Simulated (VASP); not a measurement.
# Zr (I4_1/amd) in VASP: further runs, part 2 of 2

VASP 6.6.1. The steps go on from the part before.

**3. Relaxation of cell and atoms, PBE, target pressure 200 GPa, at which the enthalpy is minimised**

This run uses another cell than the first one, of 11.60 Å³/atom, 0.981 times its volume.

Contents of INCAR:

```
  ALGO = Normal
  EDIFF = 1E-7
  EDIFFG = -0.005
  ENCUT = 600
  GGA = PE
  IBRION = 2
  ISIF = 3
  ISMEAR = -1
  LASPH = True
  LCHARG = False
  LREAL = False
  LWAVE = False
  NELM = 60
  NSW = 60
  PREC = Accurate
  PSTRESS = 2000.0
  SIGMA = 0.1
```

Contents of KPOINTS:

```
k-points
0
Gamma
  18 18 18
```

Contents of POSCAR:

```
Zr
1.0
   -2.1926010973      2.1926010973      1.2059306035
    2.1926010973     -2.1926010973      1.2059306035
    2.1926010973      2.1926010973     -1.2059306035
Zr
2
Direct
   -0.3750000000     -0.1250000000     -0.2500000000
    0.3750000000      0.1250000000      0.2500000000
```

Potentials or basis: VASP PAW PBE potentials, release 64 (Zr_sv).

The run is started by

```sh
cat potpaw_PBE.64/Zr_sv/POTCAR > POTCAR
mpirun -np 1 vasp_std > vasp.out
```

OUTCAR:

```text
EDIFF = 1E-7
   EDIFFG = -0.005
   ENCUT = 600
   GGA = PE
   IBRION = 2
   ISIF = 3
   ISMEAR = -1
   LASPH = True
   LREAL = False
   NELM = 60
   NSW = 60
   PREC = Accurate
   PSTRESS = 2000.0

 ion  position               nearest neighbor table
   1  0.625  0.875  0.750-   2 2.27   2 2.27   2 2.27   2 2.27   2 2.84   2 2.84   2 2.84   2 2.84
                             2 3.73   2 3.73
   2  0.375  0.125  0.250-   1 2.27   1 2.27   1 2.27   1 2.27   1 2.84   1 2.84   1 2.84   1 2.84
                             1 3.73   1 3.73

  LATTYP: Found a body centered tetragonal cell.
 ALAT       =     4.3852021946
 C/A-ratio  =     0.5500000000

  Lattice vectors:

 A1 = (  -2.1926010973,   2.1926010973,   1.2059306035)
 A2 = (   2.1926010973,  -2.1926010973,   1.2059306035)
 A3 = (   2.1926010973,   2.1926010973,  -1.2059306035)

Analysis of symmetry for initial positions (statically):
=====================================================================
 Subroutine PRICEL returns:
 Original cell was already a primitive cell.

 Routine SETGRP: Setting up the symmetry group for a
 body centered tetragonal supercell.

 Subroutine GETGRP returns: Found 16 space group operations
 (whereof  4 operations were pure point group operations)
 out of a pool of 16 trial point group operations.

The static configuration has the point symmetry C_2h.
 The point group associated with its full space group is D_4h.

Analysis of symmetry for dynamics (positions and initial velocities):
=====================================================================
 Subroutine PRICEL returns:
 Original cell was already a primitive cell.

 Routine SETGRP: Setting up the symmetry group for a
 body centered tetragonal supercell.

 Subroutine GETGRP returns: Found 16 space group operations
 (whereof  4 operations were pure point group operations)
 out of a pool of 16 trial point group operations.

[... 121 lines left out ...]
     AMIX_MAG =   1.60;   BMIX_MAG =  1.00
  volume/ion in A,a.u.               =      11.60        78.25
  Fermi-wavevector in a.u.,A,eV,Ry     =   1.655940  3.129274 37.309065  2.742139
  Thomas-Fermi vector in A             =   2.743950
   LORBIT       =      0    0 simple, 1 ext, 2 COOP (PROOUT), +10 PAW based schemes
   GGA     = PE    functional components
   LHFCALC =     F    Hartree Fock is set to
   AEXX    =    0.0000 exact exchange contribution
   IVDW    =     0    specifies the selected vdW correction
   LEPSILON=     F    determine dielectric tensor
   LRPA    =     F    only Hartree local field effects (RPA)
 conjugate gradient relaxation of ions
 non-spin polarized calculation
  energy-cutoff  :      600.00
  volume of cell :       23.19
 maximum number of plane-waves:       789
   NGX = 13   NGY = 13   NGZ = 13

--------------------------------------- Ionic step        1  -------------------------------------------

 number of electron      24.0000000 magnetization

 Free energy of the ion-electron system (eV)
  ---------------------------------------------------
  ext. energy  EPLUGINS =         0.00000000
  ---------------------------------------------------
  free energy    TOTEN  =        -7.18108349 eV

  energy without entropy =       -7.14036499  energy(sigma->0) =       -7.16072424

------------------------ aborting loop because EDIFF is reached ----------------------------------------

  FORCE on cell =-STRESS in cart. coord.  units (eV):
  Direction    XX          YY          ZZ          XY          YZ          ZX
  --------------------------------------------------------------------------------------
  -------------------------------------------------------------------------------------
  Total       31.1075262     31.1075262     31.8360934     -0.0000000      0.0000000      0.0000000
  in kB     2149.1884409   2149.1884409   2199.5244348     -0.0000000      0.0000000      0.0000000
  external PRESSURE =     165.9671056 kB  Pullay stress =    2000.0000000 kB
[... 177 lines left out ...]
--------------------------------------- Ionic step        6  -------------------------------------------

 number of electron      24.0000000 magnetization

 Free energy of the ion-electron system (eV)
  ---------------------------------------------------
  ext. energy  EPLUGINS =         0.00000000
  ---------------------------------------------------
  free energy    TOTEN  =        -7.87133150 eV

  energy without entropy =       -7.82862582  energy(sigma->0) =       -7.84997866

 E-fermi :  18.5327     XC(G=0): -14.5407

 val. band max:       18.5242674953   @ k =   0.3889   0.1111   0.1111
 cond. band min:      18.5368189973   @ k =  -0.4444   0.5000   0.3333
 fundamental gap:      0.0125515020
 Fermi energy:        18.5326978257

 k-point     1 :       0.0000    0.0000    0.0000
  band No.  band energies     occupation
      1     -31.3802      2.00000
      2     -28.2588      2.00000
      3     -10.6475      2.00000
      4     -10.6475      2.00000
      5      -5.5549      2.00000
      6      -5.4768      2.00000
[... 433 lines left out ...]
      3     -10.5940      2.00000
      4      -9.9045      2.00000
      5      -7.1985      2.00000
      6      -6.7038      2.00000
[... 8 lines left out ...]
     15      20.8637      0.00000
     16      24.9599      0.00000

 [... further k-points ...]
[... 5 lines left out ...]
  --------------------------------------------------------------------------------------
  -------------------------------------------------------------------------------------
  Total       29.6116633     29.6116633     29.6109600     -0.0000000     -0.0000000      0.0000000
  in kB     2000.1462946   2000.1462946   2000.0987883     -0.0000000     -0.0000000      0.0000000
  external PRESSURE =       0.1304592 kB  Pullay stress =    2000.0000000 kB
[... 21 lines left out ...]
  energy  without entropy=       -7.8286258153  energy(sigma->0) =       -7.84997866

  enthalpy is  TOTEN    =        21.7381659198 eV   P V=       29.6094974237

 reached required accuracy - stopping structural energy minimisation
```

CONTCAR:

```text
Zr
   1.00000000000000
    -2.2032949166363722    2.2032949166363722    1.2215362694747767
     2.2032949166363722   -2.2032949166363722    1.2215362694747767
     2.2032949166363722    2.2032949166363722   -1.2215362694747767
  Zr
     2
Direct
     0.6250000000000000    0.8750000000000000    0.7500000000000000
     0.3750000000000000    0.1250000000000000    0.2500000000000000

  0.00000000E+00  0.00000000E+00  0.00000000E+00
  0.00000000E+00  0.00000000E+00  0.00000000E+00
```

It took 17 min on 1 thread of Intel Xeon Platinum 8488C (Sapphire Rapids), shared host; peak memory 0.33 GiB.

What came out:

```yaml
Free_energy: -7.8713 eV
Relaxed_volume: 11.86 Å³/atom
Relaxed_cell: a = 3.347 Å, b = 3.347 Å, c = 3.347 Å, α = 97.66°, β = 97.66°, γ = 137.19°
Space_group_after_relaxing_to_0.05_Å: I4_1/amd (No. 141)
Energy_change_on_relaxing_the_enthalpy_is_what_falls: -345.1 meV/atom
Ionic_steps: 6
Pressure_after_relaxing: 200.0 GPa
Band_gap_on_the_k_mesh: zero (band 12 reaches 19.89 eV, above the bottom of band 13 at 16.40 eV)
```

The path:
| step | energy change (eV) | largest force (eV/Å) | pressure (GPa) | volume (Å³) |
| --- | --- | --- | --- | --- |
| 1 | 0.0000 | 0.0000 | 216.60 | 23.19 |
| 2 | -4.2863 | 0.0000 | 116.81 | 27.46 |
| 3 | -0.7559 | 0.0000 | 198.38 | 23.77 |
| 4 | -0.6992 | 0.0000 | 199.74 | 23.73 |
| 5 | -0.6806 | 0.0000 | 200.28 | 23.71 |
| 6 | -0.6902 | 0.0000 | 200.01 | 23.72 |

Final structure:
```
Zr
1.0
    -2.20329    2.20329    1.22154
     2.20329   -2.20329    1.22154
     2.20329    2.20329   -1.22154
Zr
2
Direct
  0.62500 0.87500 0.75000
  0.37500 0.12500 0.25000
```

Caveat: the cell is relaxed towards a set pressure, so the enthalpy falls and the energy may rise.
